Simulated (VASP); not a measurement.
# Ti (P6/mmm) in VASP: relaxation of cell and atoms with revPBE

Aim: the relaxation of cell and atoms of Ti with revPBE.

Everything below comes from runs of VASP 6.6.1. Logs are shortened: lines on timing, memory, paths and dates and some standing lists are left out, and cuts for length are marked.

### 1 The cell of the first run

The structure is hexagonal, space group P6/mmm (No. 191). The conventional cell has a = 4.638 Å, b = 4.638 Å, c = 2.843 Å, α = 90.00°, β = 90.00°, γ = 120.00°. Ti (site symmetry 6/mmm) has 14 Ti at 2.84 to 3.03 Å within 3.7 Å. Within 3.5 Å of Ti (site symmetry -6m2) lie 11 Ti at 2.68 to 3.03 Å.

This isn't the form of Ti at room conditions, which is hcp.

### 2 Relaxation of cell and atoms, revPBE

The input, INCAR:

```
ALGO = Normal
EDIFF = 1E-6
EDIFFG = -0.01
ENCUT = 600
GGA = RE
IBRION = 2
ISIF = 3
ISMEAR = -1
LASPH = T
LCHARG = F
LREAL = F
LWAVE = F
NELM = 80
NSW = 80
PREC = Accurate
SIGMA = 0.1
```

The input, KPOINTS:

```
k-points
0
Gamma
  8 8 11
```

The input, POSCAR:

```
Ti
1.0
    4.6382998794      0.0000000000      0.0000000000
   -2.3191499397      4.0168855259      0.0000000000
    0.0000000000      0.0000000000      2.8432778261
Ti
3
Direct
    0.0000000000      0.0000000000      0.0000000000
    0.3333333333      0.6666666667      0.5000000000
    0.6666666667      0.3333333333      0.5000000000
```

Potentials or basis: VASP PAW PBE potentials, release 64 (Ti_sv).

Started as:

```console
$ cat potpaw_PBE.64/Ti_sv/POTCAR > POTCAR
$ mpirun -np 1 vasp_std > vasp.out
```

OUTCAR:

```text
EDIFF = 1E-6
   EDIFFG = -0.01
   ENCUT = 600
   GGA = RE
   IBRION = 2
   ISIF = 3
   ISMEAR = -1
   LASPH = T
   LREAL = F
   NELM = 80
   NSW = 80
   PREC = Accurate

 ion  position               nearest neighbor table
   1  0.000  0.000  0.000-
   2  0.333  0.667  0.500-   3 2.68   3 2.68   3 2.68
   3  0.667  0.333  0.500-   2 2.68   2 2.68   2 2.68

  LATTYP: Found a hexagonal cell.
 ALAT       =     4.6382998794
 C/A-ratio  =     0.6130000000

  Lattice vectors:

 A1 = (   4.6382998794,   0.0000000000,   0.0000000000)
 A2 = (  -2.3191499397,   4.0168855259,   0.0000000000)
 A3 = (   0.0000000000,   0.0000000000,   2.8432778261)

Analysis of symmetry for initial positions (statically):
=====================================================================
 Subroutine PRICEL returns:
 Original cell was already a primitive cell.

 Routine SETGRP: Setting up the symmetry group for a
 hexagonal supercell.

 Subroutine GETGRP returns: Found 24 space group operations
 (whereof 24 operations were pure point group operations)
 out of a pool of 24 trial point group operations.

The static configuration has the point symmetry D_6h.

Analysis of symmetry for dynamics (positions and initial velocities):
=====================================================================
 Subroutine PRICEL returns:
 Original cell was already a primitive cell.

 Routine SETGRP: Setting up the symmetry group for a
 hexagonal supercell.

 Subroutine GETGRP returns: Found 24 space group operations
 (whereof 24 operations were pure point group operations)
 out of a pool of 24 trial point group operations.

The dynamic configuration has the point symmetry D_6h.

 Subroutine INISYM returns: Found 24 space group operations
 (whereof 24 operations are pure point group operations),
 and found     1 'primitive' translations

----------------------------------------------------------------------------------------

                                     Primitive cell

  volume of cell :      52.9746

  direct lattice vectors                    reciprocal lattice vectors
     4.638299879  0.000000000  0.000000000     0.215596237  0.124474545  0.000000000
    -2.319149940  4.016885526  0.000000000     0.000000000  0.248949091  0.000000000
[... 93 lines left out ...]
   ISIF   =      3    stress and relaxation
   ISYM   =      2    0-nonsym 1-usesym 2-fastsym
   POTIM  = 0.5000    time-step for ionic-motion
   TEBEG  =    0.0;   TEEND  =   0.0 temperature during run
   PSTRESS=    0.0 pullay stress
   NELECT =      36.0000    total number of electrons
   NUPDOWN=      -1.0000    fix difference up-down
   EMIN   =  10.00;   EMAX   =-10.00  energy-range for DOS
   EFERMI =   0.00;   METHOD = LEGACY
   ISMEAR =    -1;   SIGMA  =   0.10  broadening in eV -4-tet -1-fermi 0-gaus
   EFERMI_NEDOS =   21; number of points for ismear=-14 and -15
   IALGO  =     38    algorithm
   IMIX   =      4    mixing-type and parameters
     AMIX     =   0.40;   BMIX     =  1.00
     AMIX_MAG =   1.60;   BMIX_MAG =  1.00
  volume/ion in A,a.u.               =      17.66       119.16
  Fermi-wavevector in a.u.,A,eV,Ry     =   1.439306  2.719894 28.185854  2.071602
  Thomas-Fermi vector in A             =   2.558176
   LORBIT       =      0    0 simple, 1 ext, 2 COOP (PROOUT), +10 PAW based schemes
   GGA     = RE    functional components
   LHFCALC =     F    Hartree Fock is set to
   AEXX    =    0.0000 exact exchange contribution
   IVDW    =     0    specifies the selected vdW correction
   LEPSILON=     F    determine dielectric tensor
   LRPA    =     F    only Hartree local field effects (RPA)
 conjugate gradient relaxation of ions
 non-spin polarized calculation
  energy-cutoff  :      600.00
  volume of cell :       52.97
 maximum number of plane-waves:      1786
 NGX is ok and might be reduce to    40
   NGX = 19   NGY = 19   NGZ = 11

--------------------------------------- Ionic step        1  -------------------------------------------

 number of electron      35.9999999 magnetization

 Free energy of the ion-electron system (eV)
  ---------------------------------------------------
  ext. energy  EPLUGINS =         0.00000000
  ---------------------------------------------------
  free energy    TOTEN  =       -22.60663663 eV

  energy without entropy =      -22.49845044  energy(sigma->0) =      -22.55254354

------------------------ aborting loop because EDIFF is reached ----------------------------------------

  FORCE on cell =-STRESS in cart. coord.  units (eV):
  Direction    XX          YY          ZZ          XY          YZ          ZX
  --------------------------------------------------------------------------------------
  -------------------------------------------------------------------------------------
  Total       -0.4644494     -0.4644494     -0.0447315      0.0000000      0.0000000     -0.0000000
  in kB      -14.0469296    -14.0469296     -1.3528710      0.0000000      0.0000000     -0.0000000
  external PRESSURE =      -9.8155767 kB  Pullay stress =       0.0000000 kB
[... 98 lines left out ...]
--------------------------------------- Ionic step        4  -------------------------------------------

 number of electron      36.0000001 magnetization

 Free energy of the ion-electron system (eV)
  ---------------------------------------------------
  ext. energy  EPLUGINS =         0.00000000
  ---------------------------------------------------
  free energy    TOTEN  =       -22.60924472 eV

  energy without entropy =      -22.50314018  energy(sigma->0) =      -22.55619245

 E-fermi :   8.2199     XC(G=0): -11.3845

 val. band max:        8.2178403123   @ k =   0.2500   0.2500   0.0000
 cond. band min:       8.2414534673   @ k =   0.2500   0.1250   0.0000
 fundamental gap:      0.0236131549
 Fermi energy:         8.2198718684

 k-point     1 :       0.0000    0.0000    0.0000
  band No.  band energies     occupation
      1     -48.7748      2.00000
      2     -48.5347      2.00000
      3     -48.3855      2.00000
      4     -25.0284      2.00000
      5     -25.0284      2.00000
      6     -24.9284      2.00000
[... 589 lines left out ...]
     21       9.0082      0.00075
     22       9.2508      0.00007

 [... further k-points ...]

------------------------ aborting loop because EDIFF is reached ----------------------------------------

  FORCE on cell =-STRESS in cart. coord.  units (eV):
  Direction    XX          YY          ZZ          XY          YZ          ZX
  --------------------------------------------------------------------------------------
  -------------------------------------------------------------------------------------
  Total        0.0049250      0.0049250     -0.0039022      0.0000000      0.0000000     -0.0000000
  in kB        0.1503956      0.1503956     -0.1191611      0.0000000      0.0000000     -0.0000000
  external PRESSURE =       0.0605433 kB  Pullay stress =       0.0000000 kB
[... 18 lines left out ...]
  FREE ENERGIE OF THE ION-ELECTRON SYSTEM (eV)
  ---------------------------------------------------
  free  energy   TOTEN  =       -22.6092447164 eV

  energy  without entropy=      -22.5031401808  energy(sigma->0) =      -22.55619245

 reached required accuracy - stopping structural energy minimisation
```

OSZICAR:

```text
N       E                     dE             d eps       ncg     rms          rms(c)
DAV:   1     0.445432160376E+03    0.44543E+03   -0.20699E+04  2640   0.222E+03
[... 40 lines left out ...]
DAV:   2    -0.226100175106E+02    0.11229E-02   -0.10926E-02  3570   0.119E+00    0.225E-01
DAV:   3    -0.226099805541E+02    0.36957E-04   -0.10501E-02  3648   0.109E+00    0.232E-01
DAV:   4    -0.226092325383E+02    0.74802E-03   -0.51901E-03  4354   0.763E-01    0.440E-02
DAV:   5    -0.226092379351E+02   -0.53968E-05   -0.34537E-04  3504   0.175E-01    0.212E-02
DAV:   6    -0.226092456114E+02   -0.76763E-05   -0.34508E-05  4454   0.569E-02    0.152E-02
DAV:   7    -0.226092446555E+02    0.95581E-06   -0.16688E-05  3636   0.406E-02    0.191E-03
DAV:   8    -0.226092447164E+02   -0.60813E-07   -0.82555E-07  1574   0.104E-02
   4 F= -.22609245E+02 E0= -.22556192E+02  d E =-.170055E-03
```

It took 3.4 min on 1 thread of Intel Xeon Platinum 8488C (Sapphire Rapids), shared host; peak memory 0.24 GiB.

What came out:

* Free energy: -22.6092 eV
* Relaxed volume: 17.49 Å³/atom
* Relaxed cell: a = 4.612 Å, b = 4.612 Å, c = 2.848 Å, α = 90.00°, β = 90.00°, γ = 120.00°
* Space group after relaxing (to 0.1 Å): P6/mmm (No. 191)
* Energy gained by relaxing: 0.9 meV/atom
* Ionic steps: 4
* Pressure after relaxing: 0.0 GPa
* Band gap on the k mesh: zero (bands 18 and 19 overlap by 0.22 eV)

The path:
| step | energy change (eV) | largest force (eV/Å) | pressure (GPa) | volume (Å³) |
| --- | --- | --- | --- | --- |
| 1 | 0.0000 | 0.0000 | -0.98 | 52.97 |
| 2 | -0.0020 | 0.0000 | 0.64 | 52.15 |
| 3 | -0.0024 | 0.0000 | 0.14 | 52.40 |
| 4 | -0.0026 | 0.0000 | 0.01 | 52.47 |

Final structure:
```
Ti
1.0
     4.61191    0.00000    0.00000
    -2.30595    3.99403    0.00000
     0.00000    0.00000    2.84832
Ti
3
Direct
  0.00000 0.00000 0.00000
  0.33333 0.66667 0.50000
  0.66667 0.33333 0.50000
```

Caveat: the PAW data sets were made with another functional, which shifts forces and pressure a little.
